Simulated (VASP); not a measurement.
A run of VASP 6.6.1:

The input INCAR:

```
SYSTEM = Ga
PREC     = Accurate       ! precision mode
ENCUT    = 500            ! plane-wave cutoff, eV
EDIFF    = 1E-6           ! SCF threshold, eV
ISMEAR   = -1             ! smearing method
SIGMA    = 0.05           ! smearing width, eV
LREAL    = .FALSE.        ! projectors in reciprocal space
LASPH    = .TRUE.         ! aspherical terms in the spheres
NELM     = 120            ! most SCF steps
ALGO     = Normal         ! electronic algorithm
ISIF     = 2              ! what is computed and relaxed
LWAVE    = .FALSE.        ! write WAVECAR
LCHARG   = .TRUE.         ! write CHGCAR
LELF     = .TRUE.         ! ELF
LVHAR    = .TRUE.       
NBANDS   = 20             ! bands
GGA_COMPAT= .FALSE.
```

Contents of KPOINTS:

```
regular mesh
0
G
  11 11 9
  0 0 0
```

POSCAR

```
Ga
1.0
    1.3830000000     -4.0265000000      0.0000000000
    1.3830000000      4.0265000000      0.0000000000
   -0.1174474948      0.0000000000      3.3299294416
Ga
2
Direct
    0.8559000000      0.1441000000      0.2750000000
    0.1441000000      0.8559000000      0.7250000000
```

Potentials or basis: VASP PAW LDA potentials, release 64 (Ga_d).

Command:

```sh
$ cat potpaw_LDA.64/Ga_d/POTCAR > POTCAR
$ mpirun -np 1 vasp_std > vasp.out
```

Hardware: 1 thread of Intel(R) Xeon(R) 6975P-C (Granite Rapids) (shared host).

Problem. How long does it take, and how much memory?

Solution. It took 90 s on 1 thread of Intel(R) Xeon(R) 6975P-C (Granite Rapids), with other jobs on the host, peak memory 0.38 GiB. Counts: scf iterations 11, k points 545.
